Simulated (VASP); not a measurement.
Runs of VASP 6.6.1 on B. The structure is that of space group P6_3/mmc (No. 194), or close to it. The cells are those of the table. 

```csv
spin,cell,k mesh,gap on the mesh (eV),pressure (GPa)
off,"a = 1.719, b = 1.719, c = 7.025 Å, angles 90.0, 90.0, 120.0°, 2 atoms",24 × 24 × 5,none,-7.7
"non-collinear, zero start, SOC","a = 1.696, b = 1.696, c = 6.934 Å, angles 90.0, 90.0, 120.0°, 2 atoms",21 × 21 × 5,-,-0.7
off,"a = 1.650, b = 1.650, c = 6.744 Å, angles 90.0, 90.0, 120.0°, 2 atoms",24 × 24 × 5,none,18.9
off,"a = 1.762, b = 1.762, c = 7.201 Å, angles 90.0, 90.0, 120.0°, 2 atoms",24 × 24 × 5,none,(a)
off,"a = 1.673, b = 1.673, c = 6.840 Å, angles 90.0, 90.0, 120.0°, 2 atoms",24 × 24 × 5,none,(b)
off,"a = 1.696, b = 1.696, c = 6.934 Å, angles 90.0, 90.0, 120.0°, 2 atoms",24 × 24 × 5,none,-0.4
```

Alike in all rows: task single point; level LDA; potentials or basis VASP PAW LDA potentials, release 64 (B); cutoff (eV) 520; smearing fermi-dirac 0.1 eV.

Problem. Fill in the values left out.

Solution. (a) -18.8; (b) 8.4.

A gap of «none» marks levels without a gap at the run's occupations.
